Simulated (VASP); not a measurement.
# BAs (F-43m) in VASP: a series of runs, part 2 of 2

VASP 6.6.1. The steps go on from the part before.

## 3. Single point, PBE

This run uses another cell than the first one, of 13.63 Å³/atom, 0.980 times its volume.

The input, INCAR:

```
PREC = Accurate ; ENCUT = 520
EDIFF = 1E-6 ; ISMEAR = 0
SIGMA = 0.01 ; LREAL = False
LASPH = True ; NELM = 80
ALGO = Normal ; ISIF = 2
LWAVE = False ; LCHARG = False
GGA = PE ; NBANDS = 11
```

The input, KPOINTS:

```
regular mesh
0
Gamma
  6 6 6
```

The input, POSCAR:

```
BAs
1.0
    0.0000000000      2.3885000000      2.3885000000
    2.3885000000      0.0000000000      2.3885000000
    2.3885000000      2.3885000000      0.0000000000
B As
1 1
Direct
    0.0000000000      0.0000000000      0.0000000000
    0.2500000000      0.2500000000      0.2500000000
```

Potentials or basis: VASP PAW PBE potentials, release 64 (B, As).

Started as:

```bash
$ cat potpaw_PBE.64/B/POTCAR potpaw_PBE.64/As/POTCAR > POTCAR
$ mpirun -np 1 vasp_std > vasp.out
```

OUTCAR:

```text
PREC = Accurate
   ENCUT = 520
   EDIFF = 1E-6
   ISMEAR = 0
   LREAL = False
   LASPH = True
   NELM = 80
   ISIF = 2
   GGA = PE

 ion  position               nearest neighbor table
   1  0.000  0.000  0.000-   2 2.07   2 2.07   2 2.07   2 2.07
   2  0.250  0.250  0.250-   1 2.07   1 2.07   1 2.07   1 2.07

  LATTYP: Found a face centered cubic cell.
 ALAT       =     4.7770000000

  Lattice vectors:

 A1 = (   0.0000000000,   2.3885000000,   2.3885000000)
 A2 = (   2.3885000000,   0.0000000000,   2.3885000000)
 A3 = (   2.3885000000,   2.3885000000,   0.0000000000)

Analysis of symmetry for initial positions (statically):
=====================================================================
 Subroutine PRICEL returns:
 Original cell was already a primitive cell.

 Routine SETGRP: Setting up the symmetry group for a
 face centered cubic supercell.

 Subroutine GETGRP returns: Found 24 space group operations
 (whereof 24 operations were pure point group operations)
 out of a pool of 48 trial point group operations.

The static configuration has the point symmetry T_d .

Analysis of symmetry for dynamics (positions and initial velocities):
=====================================================================
 Subroutine PRICEL returns:
 Original cell was already a primitive cell.

 Routine SETGRP: Setting up the symmetry group for a
 face centered cubic supercell.

 Subroutine GETGRP returns: Found 24 space group operations
 (whereof 24 operations were pure point group operations)
 out of a pool of 48 trial point group operations.

The dynamic configuration has the point symmetry T_d .

 Subroutine INISYM returns: Found 24 space group operations
 (whereof 24 operations are pure point group operations),
 and found     1 'primitive' translations

----------------------------------------------------------------------------------------

                                     Primitive cell

  volume of cell :      27.2525

  direct lattice vectors                    reciprocal lattice vectors
     0.000000000  2.388500000  2.388500000    -0.209336404  0.209336404  0.209336404
     2.388500000  0.000000000  2.388500000     0.209336404 -0.209336404  0.209336404
     2.388500000  2.388500000  0.000000000     0.209336404  0.209336404 -0.209336404

  length of vectors
     3.377849094  3.377849094  3.377849094     0.362581287  0.362581287  0.362581287

  position of ions in fractional coordinates (direct lattice)
     0.000000000  0.000000000  0.000000000
     0.250000000  0.250000000  0.250000000

  ion indices of the primitive-cell ions
   primitive index   ion index
                 1           1
                 2           2

----------------------------------------------------------------------------------------

 KPOINTS: regular mesh

Automatic generation of k-mesh.
 Grid dimensions read from file:
 generate k-points for:    6    6    6

 Generating k-lattice:

  Cartesian coordinates                     Fractional coordinates (reciprocal lattice)
    -0.034889401  0.034889401  0.034889401     0.166666667  0.000000000  0.000000000
     0.034889401 -0.034889401  0.034889401     0.000000000  0.166666667  0.000000000
     0.034889401  0.034889401 -0.034889401     0.000000000  0.000000000  0.166666667

  Length of vectors
     0.060430214  0.060430214  0.060430214

  Shift w.r.t. Gamma in fractional coordinates (k-lattice)
     0.000000000  0.000000000  0.000000000

 Subroutine IBZKPT returns following result:
 ===========================================

 Found     16 irreducible k-points:

 Following reciprocal coordinates:
            Coordinates               Weight
  0.000000  0.000000  0.000000      1.000000
  0.166667  0.000000  0.000000      8.000000
  0.333333  0.000000  0.000000      8.000000
  0.500000  0.000000  0.000000      4.000000
  0.166667  0.166667  0.000000      6.000000
  0.333333  0.166667  0.000000     24.000000
[... 8 lines left out ...]
 -0.333333  0.333333  0.166667     24.000000
 -0.333333  0.500000  0.166667     12.000000
   k-points           NKPTS =     16   k-points in BZ     NKDIM =     16   number of bands    NBANDS=     11
   number of dos      NEDOS =    301   number of ions     NIONS =      2
   total plane-waves  NPLWV =  21952
   dimension x,y,z NGX =    28 NGY =   28 NGZ =   28
   dimension x,y,z NGXF=    56 NGYF=   56 NGZF=   56
   ions per type =               1   1
   NGX,Y,Z   is equivalent  to a cutoff of  13.78, 13.78, 13.78 a.u.
   NGXF,Y,Z  is equivalent  to a cutoff of  27.56, 27.56, 27.56 a.u.
 SYSTEM =  unknown system
   PREC   = accura    normal or accurate (medium, high low for compatibility)
   ISTART =      0    job   : 0-new  1-cont  2-samecut
   ICHARG =      2    charge: 1-file 2-atom 10-const
   ISPIN  =      1    spin polarized calculation?
   LNONCOLLINEAR =      F non collinear calculations
   LSORBIT =      F    spin-orbit coupling
   LASPH  =      T    aspherical Exc in radial PAW
   ENCUT  =  520.0 eV  38.22 Ry    6.18 a.u.   6.28  6.28  6.28*2*pi/ulx,y,z
   NELM   =     80;   NELMIN=  2; NELMDL= -5     # of ELM steps
   EDIFF  = 0.1E-05   stopping-criterion for ELM
   LREAL  =      F    real-space projection
   EDIFFG = 0.1E-04   stopping-criterion for IOM
   NSW    =      0    number of steps for IOM
   IBRION =     -1    ionic relax: 0-MD 1-quasi-New 2-CG
   NFREE  =      0    steps in history (QN), initial steepest desc. (CG)
   ISIF   =      2    stress and relaxation
   ISYM   =      2    0-nonsym 1-usesym 2-fastsym
   POTIM  = 0.5000    time-step for ionic-motion
   TEBEG  =    0.0;   TEEND  =   0.0 temperature during run
   PSTRESS=    0.0 pullay stress
   NELECT =       8.0000    total number of electrons
   NUPDOWN=      -1.0000    fix difference up-down
   EMIN   =  10.00;   EMAX   =-10.00  energy-range for DOS
   EFERMI =   0.00;   METHOD = LEGACY
   ISMEAR =     0;   SIGMA  =   0.01  broadening in eV -4-tet -1-fermi 0-gaus
   EFERMI_NEDOS =   21; number of points for ismear=-14 and -15
   IALGO  =     38    algorithm
   IMIX   =      4    mixing-type and parameters
     AMIX     =   0.40;   BMIX     =  1.00
     AMIX_MAG =   1.60;   BMIX_MAG =  1.00
  volume/ion in A,a.u.               =      13.63        91.95
  Fermi-wavevector in a.u.,A,eV,Ry     =   1.088018  2.056057 16.106360  1.183784
  Thomas-Fermi vector in A             =   2.224191
   LORBIT       =      0    0 simple, 1 ext, 2 COOP (PROOUT), +10 PAW based schemes
   GGA     = PE    functional components
   LHFCALC =     F    Hartree Fock is set to
   AEXX    =    0.0000 exact exchange contribution
   IVDW    =     0    specifies the selected vdW correction
   LEPSILON=     F    determine dielectric tensor
   LRPA    =     F    only Hartree local field effects (RPA)
 non-spin polarized calculation
 Gauss-broadening in eV      SIGMA  =   0.01
  energy-cutoff  :      520.00
  volume of cell :       27.25
 maximum number of plane-waves:       754
 NGX is ok and might be reduce to    28
   NGX = 13   NGY = 13   NGZ = 13

 number of electron       8.0000000 magnetization

 Free energy of the ion-electron system (eV)
  ---------------------------------------------------
  ext. energy  EPLUGINS =         0.00000000
  ---------------------------------------------------
  free energy    TOTEN  =       -11.38765303 eV

  energy without entropy =      -11.38765303  energy(sigma->0) =      -11.38765303

 E-fermi :   6.1781     XC(G=0): -10.5810

 val. band max:        6.1325045446   @ k =   0.0000   0.0000   0.0000
 cond. band min:       7.4049730267   @ k =   0.3333   0.3333   0.0000
 fundamental gap:      1.2724684820
 Fermi energy:         6.1781185265

 k-point     1 :       0.0000    0.0000    0.0000
  band No.  band energies     occupation
      1      -9.2706      2.00000
      2       6.1325      2.00000
      3       6.1325      2.00000
      4       6.1325      2.00000
      5       9.4064      0.00000
      6       9.4064      0.00000
      7       9.4064      0.00000
      8      10.8198      0.00000
      9      15.7142      0.00000
     10      19.0789      0.00000
     11      19.0789      0.00000
[... 197 lines left out ...]
 k-point    16 :      -0.3333    0.5000    0.1667
  band No.  band energies     occupation
      1      -4.9616      2.00000
      2      -2.0763      2.00000
      3       0.9764      2.00000
      4       1.1717      2.00000
      5       9.9022      0.00000
      6      10.1190      0.00000
      7      14.7768      0.00000
      8      15.0216      0.00000
      9      18.4395      0.00000
     10      21.7907      0.00000
     11      21.9614      0.00000

------------------------ aborting loop because EDIFF is reached ----------------------------------------

  FORCE on cell =-STRESS in cart. coord.  units (eV):
  Direction    XX          YY          ZZ          XY          YZ          ZX
  --------------------------------------------------------------------------------------
  -------------------------------------------------------------------------------------
  Total        0.5889209      0.5889209      0.5889209      0.0000000      0.0000000      0.0000000
  in kB       34.6227685     34.6227685     34.6227685      0.0000000      0.0000000      0.0000000
  external PRESSURE =      34.6227685 kB  Pullay stress =       0.0000000 kB

 VOLUME and BASIS-vectors are now :
 -----------------------------------------------------------------------------
  energy-cutoff  :      520.00
  volume of cell :       27.25
      direct lattice vectors                 reciprocal lattice vectors
     0.000000000  2.388500000  2.388500000    -0.209336404  0.209336404  0.209336404
     2.388500000  0.000000000  2.388500000     0.209336404 -0.209336404  0.209336404
     2.388500000  2.388500000  0.000000000     0.209336404  0.209336404 -0.209336404

 POSITION                                       TOTAL-FORCE (eV/Angst)
 -----------------------------------------------------------------------------------
      0.00000      0.00000      0.00000         0.000000     -0.000000      0.000000
      1.19425      1.19425      1.19425         0.000000      0.000000     -0.000000
 -----------------------------------------------------------------------------------
    total drift:                               -0.000000     -0.000000     -0.000000

  FREE ENERGIE OF THE ION-ELECTRON SYSTEM (eV)
  ---------------------------------------------------
  free  energy   TOTEN  =       -11.3876530297 eV

  energy  without entropy=      -11.3876530297  energy(sigma->0) =      -11.38765303
```

It took 3.4 s on 1 thread of Intel Xeon 6975P-C (Granite Rapids), shared host; peak memory 0.15 GiB.

Results:

| Item | Value |
| --- | --- |
| Free energy | -11.3877 eV |
| Pressure | 3.5 GPa |
| Band gap on the k mesh | 1.27 eV, indirect (least direct gap 3.27 eV) |
